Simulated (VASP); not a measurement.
Ir, 1 atom in the cell. Symmetry: Fm-3m, No. 225, cubic system. The conventional cell has a = 3.588 Å, b = 3.588 Å, c = 3.588 Å, α = 90.00°, β = 90.00°, γ = 90.00°. Ir (site symmetry m-3m) has 12 Ir at 2.54 Å within 3.3 Å. 

| Property | Result |
| --- | --- |
| Program | VASP 6.6.1 |
| Task | single point |
| Functional | PBE |
| Potentials or basis | VASP PAW PBE potentials, release 64 (Ir) |
| Cutoff | 520 eV |
| k mesh | 18 × 18 × 18 |
| Occupations | fermi-dirac, width 0.08 eV |
| Spin | no spin polarisation |
| Dipole correction | no |
| Further INCAR settings | ALGO = Normal; EDIFF = 1e-06; NBANDS = 10 |

Potentials or basis: VASP PAW PBE potentials, release 64 (Ir).

Launch:

```sh
$ cat potpaw_PBE.64/Ir/POTCAR > POTCAR
$ mpirun -np 1 vasp_std > vasp.out
```

Hardware: 1 thread of Intel Xeon 8259CL, on a shared host.

Question: Estimate the wall time of this run.

Answer: Run time: 39 s on 1 thread of Intel Xeon 8259CL (shared host), peak memory 0.15 GiB. Counts: scf iterations 11, k points 195.
